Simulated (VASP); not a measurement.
# Sn5PbS6 (P-3m1) in VASP: single point with PBE

Aim: the single point of Sn5PbS6 with PBE.

Everything below comes from runs of VASP 6.6.1. Logs are shortened: lines on timing, memory, paths and dates and some standing lists are left out, and cuts for length are marked.

## Step 1: The cell of the first run

Symmetry: P-3m1, No. 164, trigonal system. Conventional cell: a = 4.155 Å, b = 4.155 Å, c = 20.362 Å, α = 90.00°, β = 90.00°, γ = 120.00°. Sn (site symmetry 3m) has 6 S at 2.93 Å within 3.9 Å. Sn (site symmetry 3m) has 6 S at 2.92 to 2.93 Å within 3.8 Å. Within 3.9 Å of Sn (site symmetry -3m) lie 6 S at 2.93 Å. Pb (site symmetry -3m) has 6 S at 2.99 Å within 3.9 Å. S (site symmetry 3m) has 6 Sn at 2.93 Å within 3.9 Å. Within 3.8 Å of S (site symmetry 3m) lie 3 Sn at 2.92 Å and 3 Pb at 2.99 Å. S (site symmetry 3m) has 6 Sn at 2.93 Å within 3.9 Å.

## Step 2: Single point, PBE

INCAR reads:

```
SYSTEM = Sn5PbS6
ALGO = Normal
EDIFF = 1E-6
ENCUT = 520
GGA = PE
ISIF = 2
ISMEAR = 0
LASPH = .TRUE.
LCHARG = .FALSE.
LREAL = .FALSE.
LWAVE = .FALSE.
NBANDS = 72
NELM = 100
PREC = Accurate
SIGMA = 0.1
```

KPOINTS reads:

```
k-points
0
G
  6 6 1
  0 0 0
```

POSCAR reads:

```
Sn5PbS6
1.0
    4.1548087000      0.0000000000      0.0000000000
   -2.0774043000      3.5981698000      0.0000000000
    0.0000000000      0.0000000000     20.3619792000
Sn Pb S
5 1 6
Direct
    0.3333333000      0.6666667000      0.8348670000
    0.6666667000      0.3333333000      0.6697590000
    0.3333333000      0.6666667000      0.3302410000
    0.6666667000      0.3333333000      0.1651330000
    0.0000000000      0.0000000000      0.0000000000
    0.0000000000      0.0000000000      0.5000000000
    0.0000000000      0.0000000000      0.7524370000
    0.3333333000      0.6666667000      0.5878380000
    0.6666667000      0.3333333000      0.4121620000
    0.0000000000      0.0000000000      0.2475630000
    0.3333333000      0.6666667000      0.0825360000
    0.6666667000      0.3333333000      0.9174640000
```

Potentials or basis: VASP PAW PBE potentials, release 64 (Sn_d, Pb_d, S).

Launch:

```console
cat potpaw_PBE.64/Sn_d/POTCAR potpaw_PBE.64/Pb_d/POTCAR potpaw_PBE.64/S/POTCAR > POTCAR
mpirun -np 1 vasp_std > vasp.out
```

OUTCAR:

```text
SYSTEM = Sn5PbS6
   EDIFF = 1E-6
   ENCUT = 520
   GGA = PE
   ISIF = 2
   ISMEAR = 0
   LASPH = .TRUE.
   LREAL = .FALSE.
   NELM = 100
   PREC = Accurate

 ion  position               nearest neighbor table
   1  0.333  0.667  0.835-   7 2.93   7 2.93   7 2.93  12 2.93  12 2.93  12 2.93
   2  0.667  0.333  0.670-   8 2.92   8 2.92   8 2.92   7 2.93   7 2.93   7 2.93
   3  0.333  0.667  0.330-   9 2.92   9 2.92   9 2.92  10 2.93  10 2.93  10 2.93
   4  0.667  0.333  0.165-  10 2.93  10 2.93  10 2.93  11 2.93  11 2.93  11 2.93
   5  0.000  0.000  0.000-  11 2.93  12 2.93  11 2.93  12 2.93  12 2.93  11 2.93
   6  0.000  0.000  0.500-   8 2.99   9 2.99   8 2.99   9 2.99   9 2.99   8 2.99
   7  0.000  0.000  0.752-   1 2.93   1 2.93   1 2.93   2 2.93   2 2.93   2 2.93
   8  0.333  0.667  0.588-   2 2.92   2 2.92   2 2.92   6 2.99   6 2.99   6 2.99
   9  0.667  0.333  0.412-   3 2.92   3 2.92   3 2.92   6 2.99   6 2.99   6 2.99
  10  0.000  0.000  0.248-   4 2.93   4 2.93   4 2.93   3 2.93   3 2.93   3 2.93
  11  0.333  0.667  0.083-   5 2.93   5 2.93   5 2.93   4 2.93   4 2.93   4 2.93
  12  0.667  0.333  0.917-   5 2.93   5 2.93   5 2.93   1 2.93   1 2.93   1 2.93

  LATTYP: Found a hexagonal cell.
 ALAT       =     4.1548087000
 C/A-ratio  =     4.9008223170

  Lattice vectors:

 A1 = (   4.1548087000,   0.0000000000,   0.0000000000)
 A2 = (  -2.0774043000,   3.5981698000,   0.0000000000)
 A3 = (   0.0000000000,   0.0000000000,  20.3619792000)

Analysis of symmetry for initial positions (statically):
=====================================================================
 Subroutine PRICEL returns:
 Original cell was already a primitive cell.

 Routine SETGRP: Setting up the symmetry group for a
 hexagonal supercell.

 Subroutine GETGRP returns: Found 12 space group operations
 (whereof 12 operations were pure point group operations)
 out of a pool of 24 trial point group operations.

The static configuration has the point symmetry D_3d.

Analysis of symmetry for dynamics (positions and initial velocities):
=====================================================================
 Subroutine PRICEL returns:
 Original cell was already a primitive cell.

 Routine SETGRP: Setting up the symmetry group for a
 hexagonal supercell.

 Subroutine GETGRP returns: Found 12 space group operations
 (whereof 12 operations were pure point group operations)
 out of a pool of 24 trial point group operations.

The dynamic configuration has the point symmetry D_3d.

 Subroutine INISYM returns: Found 12 space group operations
 (whereof 12 operations are pure point group operations),
 and found     1 'primitive' translations

[... 110 lines left out ...]
   EFERMI =   0.00;   METHOD = LEGACY
   ISMEAR =     0;   SIGMA  =   0.10  broadening in eV -4-tet -1-fermi 0-gaus
   EFERMI_NEDOS =   21; number of points for ismear=-14 and -15
   IALGO  =     38    algorithm
   IMIX   =      4    mixing-type and parameters
     AMIX     =   0.40;   BMIX     =  1.00
     AMIX_MAG =   1.60;   BMIX_MAG =  1.00
  volume/ion in A,a.u.               =      25.37       171.19
  Fermi-wavevector in a.u.,A,eV,Ry     =   1.200377  2.268384 19.604704  1.440905
  Thomas-Fermi vector in A             =   2.336215
   LORBIT       =      0    0 simple, 1 ext, 2 COOP (PROOUT), +10 PAW based schemes
   GGA     = PE    functional components
   LHFCALC =     F    Hartree Fock is set to
   AEXX    =    0.0000 exact exchange contribution
   IVDW    =     0    specifies the selected vdW correction
   LEPSILON=     F    determine dielectric tensor
   LRPA    =     F    only Hartree local field effects (RPA)
 non-spin polarized calculation
 Gauss-broadening in eV      SIGMA  =   0.10
  energy-cutoff  :      520.00
  volume of cell :      304.41
 maximum number of plane-waves:      8210
 NGX is ok and might be reduce to    32
   NGX = 15   NGY = 15   NGZ = 75

 number of electron     120.0000000 magnetization

 Free energy of the ion-electron system (eV)
  ---------------------------------------------------
  ext. energy  EPLUGINS =         0.00000000
  ---------------------------------------------------
  free energy    TOTEN  =       -52.68485042 eV

  energy without entropy =      -52.68414671  energy(sigma->0) =      -52.68449857

 E-fermi :   6.3988     XC(G=0):  -9.6740

 val. band max:        6.2295413906   @ k =   0.0000   0.0000   0.0000
 cond. band min:       6.5503927447   @ k =   0.0000   0.0000   0.0000
 fundamental gap:      0.3208513541
 Fermi energy:         6.3988259686

 k-point     1 :       0.0000    0.0000    0.0000
  band No.  band energies     occupation
      1     -15.4791      2.00000
      2     -15.4791      2.00000
      3     -15.4785      2.00000
      4     -15.4746      2.00000
      5     -15.4746      2.00000
      6     -15.4727      2.00000
[... 514 lines left out ...]
     71       9.9505      0.00000
     72      10.0061      0.00000

------------------------ aborting loop because EDIFF is reached ----------------------------------------

  FORCE on cell =-STRESS in cart. coord.  units (eV):
  Direction    XX          YY          ZZ          XY          YZ          ZX
  --------------------------------------------------------------------------------------
  -------------------------------------------------------------------------------------
  Total       -0.8256895     -0.8256894     -0.7158796     -0.0000000      0.0000000     -0.0000000
  in kB       -4.3458492     -4.3458490     -3.7678873     -0.0000001      0.0000000     -0.0000000
  external PRESSURE =      -4.1531952 kB  Pullay stress =       0.0000000 kB

 VOLUME and BASIS-vectors are now :
 -----------------------------------------------------------------------------
  energy-cutoff  :      520.00
  volume of cell :      304.41
      direct lattice vectors                 reciprocal lattice vectors
     4.154808700  0.000000000  0.000000000     0.240684968  0.138959531  0.000000000
    -2.077404300  3.598169800  0.000000000     0.000000000  0.277919069  0.000000000
     0.000000000  0.000000000 20.361979200     0.000000000  0.000000000  0.049111139

 POSITION                                       TOTAL-FORCE (eV/Angst)
 -----------------------------------------------------------------------------------
     -0.00000      2.39878     16.99954        -0.000000     -0.000000     -0.016624
      2.07740      1.19939     13.63762         0.000000      0.000000     -0.010041
     -0.00000      2.39878      6.72436        -0.000000     -0.000000      0.010041
      2.07740      1.19939      3.36243         0.000000      0.000000      0.016624
      0.00000      0.00000      0.00000         0.000000      0.000000      0.000000
      0.00000      0.00000     10.18099         0.000000      0.000000      0.000000
      0.00000      0.00000     15.32111         0.000000      0.000000      0.021501
     -0.00000      2.39878     11.96955        -0.000000      0.000000      0.018350
      2.07740      1.19939      8.39243         0.000000     -0.000000     -0.018350
      0.00000      0.00000      5.04087         0.000000     -0.000000     -0.021501
     -0.00000      2.39878      1.68060        -0.000000      0.000000     -0.010306
      2.07740      1.19939     18.68138         0.000000     -0.000000      0.010306
 -----------------------------------------------------------------------------------
    total drift:                                0.000000     -0.000000     -0.000000

  FREE ENERGIE OF THE ION-ELECTRON SYSTEM (eV)
  ---------------------------------------------------
  free  energy   TOTEN  =       -52.6848504247 eV

  energy  without entropy=      -52.6841467071  energy(sigma->0) =      -52.68449857
```

OSZICAR:

```text
N       E                     dE             d eps       ncg     rms          rms(c)
DAV:   1     0.150882939090E+04    0.15088E+04   -0.53776E+04  1080   0.213E+03
DAV:   2     0.256206919961E+03   -0.12526E+04   -0.12212E+04  1016   0.661E+02
DAV:   3    -0.238854613115E+02   -0.28009E+03   -0.26981E+03  1144   0.246E+02
DAV:   4    -0.534955659834E+02   -0.29610E+02   -0.28980E+02  1240   0.741E+01
DAV:   5    -0.548837043403E+02   -0.13881E+01   -0.13776E+01  1456   0.174E+01    0.133E+01
DAV:   6    -0.526257811436E+02    0.22579E+01   -0.62857E+00  1336   0.875E+00    0.932E+00
DAV:   7    -0.527035471768E+02   -0.77766E-01   -0.17560E+00  1408   0.348E+00    0.304E+00
DAV:   8    -0.526834991886E+02    0.20048E-01   -0.26516E-01  1336   0.245E+00    0.634E-01
DAV:   9    -0.526841384227E+02   -0.63923E-03   -0.29379E-02  1240   0.104E+00    0.209E-01
DAV:  10    -0.526844780198E+02   -0.33960E-03   -0.29793E-03  1456   0.460E-01    0.145E-01
DAV:  11    -0.526847018052E+02   -0.22379E-03   -0.89916E-04  1208   0.205E-01    0.624E-02
DAV:  12    -0.526848403868E+02   -0.13858E-03   -0.26088E-04  1208   0.992E-02    0.240E-02
DAV:  13    -0.526848501428E+02   -0.97560E-05   -0.34903E-05  1272   0.708E-02    0.209E-02
DAV:  14    -0.526848500575E+02    0.85322E-07   -0.10045E-05  1256   0.321E-02    0.716E-03
DAV:  15    -0.526848504247E+02   -0.36721E-06   -0.43343E-06   984   0.140E-02
   1 F= -.52684850E+02 E0= -.52684499E+02  d E =-.703718E-03
```

stdout:

```text
POSCAR found type information on POSCAR SnPbS
 POSCAR found :  3 types and      12 ions
 scaLAPACK will be used
 LDA part: xc-table for (Slater+PW92), standard interpolation
 POSCAR, INCAR and KPOINTS ok, starting setup
 FFT: planning ... GRIDC
 FFT: planning ... GRID_SOFT
 FFT: planning ... GRID
 WAVECAR not read
 entering main loop
```

Run time: 6.2 min. Hardware: 1 thread of Intel Xeon 8259CL, shared host; peak memory 0.47 GiB.

What came out:

```yaml
Free_energy: -52.6849 eV
Pressure: -0.4 GPa
Largest_force: 0.022 eV/Å
Band_gap_on_the_k_mesh: 0.32 eV
```

Forces in eV/Å, atoms in the order of the input:
```
Sn   0.000  0.000 -0.017
Sn   0.000  0.000 -0.010
Sn   0.000  0.000  0.010
Sn   0.000  0.000  0.017
Sn   0.000  0.000  0.000
Pb   0.000  0.000  0.000
S    0.000  0.000  0.022
S    0.000  0.000  0.018
S    0.000  0.000 -0.018
S    0.000  0.000 -0.022
S    0.000  0.000 -0.010
S    0.000  0.000  0.010
```

Levels at points of the mesh, in eV from the valence-band top:
```
           k point  band 58  band 59  band 60  band 61  band 62  band 63
(0.00, 0.00, 0.00)    -0.78    -0.70     0.00     0.32     1.27     1.45
(0.50, 0.00, 0.00)    -1.48    -1.28     0.00     0.35     1.38     1.47
```

Caveat: spin-orbit coupling is left out, which moves the levels of the heavy elements; an odd mesh through Γ misses points on the zone boundary, where band edges can lie.
